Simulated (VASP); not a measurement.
**AlFe: single point with LDA**

AlFe:

```xyz
2
Lattice="2.9100 0.0000 0.0000 0.0000 2.9100 0.0000 0.0000 0.0000 2.9100" Properties=species:S:1:pos:R:3 pbc="T T T"
Al    0.0000    0.0000    0.0000
Fe    1.4550    1.4550    1.4550
```

| Property | Result |
| --- | --- |
| Program | VASP 6.6.1 |
| Task | single point |
| Functional | LDA |
| Potentials or basis | VASP PAW LDA potentials, release 64 (Al, Fe) |
| Cutoff | 520 eV |
| k mesh | 12 × 12 × 12 |
| Occupations | fermi-dirac, width 0.1 eV |
| Spin | collinear spin, ferromagnetic start |
| Starting moments | [0.0, 0.7] μB |
| Dipole correction | no |
| Further INCAR settings | ALGO = Normal; EDIFF = 1e-06; NBANDS = 16 |

```yaml
Pressure: -15.9 GPa
Net_moment: 0.64 μB per cell
Site_moments: Al -0.02; Fe +0.67 μB
Valence_electrons_inside_the_program's_atomic_spheres: Al 0.83; Fe 7.37
```

Levels at points of the mesh, in eV from the Fermi level:
Spin up:
| k point | band 2 | band 3 | band 4 | band 5 | band 6 | band 7 | band 8 | band 9 | band 10 | band 11 |
| --- | --- | --- | --- | --- | --- | --- | --- | --- | --- | --- |
| (0.00, 0.00, 0.00) | -2.41 | -2.41 | -0.27 | -0.27 | -0.27 | 6.10 | 6.10 | 6.10 | 9.18 | 9.18 |
| (0.50, 0.00, 0.00) | -5.84 | -1.82 | -1.19 | -1.19 | -0.16 | 0.80 | 8.69 | 10.79 | 10.79 | 11.47 |
| (0.50, 0.50, 0.00) | -2.45 | -2.03 | -2.03 | -0.96 | -0.96 | 0.38 | 3.07 | 3.84 | 12.24 | 15.73 |
| (0.50, 0.50, 0.50) | -3.42 | -3.42 | 0.42 | 0.42 | 2.96 | 2.96 | 2.96 | 3.80 | 5.76 | 5.76 |
Spin down:
| k point | band 2 | band 3 | band 4 | band 5 | band 6 | band 7 | band 8 | band 9 |
| --- | --- | --- | --- | --- | --- | --- | --- | --- |
| (0.00, 0.00, 0.00) | -2.04 | -2.04 | 0.37 | 0.37 | 0.37 | 6.15 | 6.15 | 6.15 |
| (0.50, 0.00, 0.00) | -5.75 | -1.41 | -0.63 | -0.63 | 0.49 | 1.28 | 8.66 | 10.87 |
| (0.50, 0.50, 0.00) | -2.15 | -2.00 | -2.00 | -0.37 | -0.37 | 0.90 | 3.38 | 4.29 |
| (0.50, 0.50, 0.50) | -3.09 | -3.09 | 0.94 | 0.94 | 3.04 | 3.04 | 3.04 | 3.78 |

It took 2.6 min on 1 thread of AMD EPYC 7R13 (shared host), peak memory 0.14 GiB.
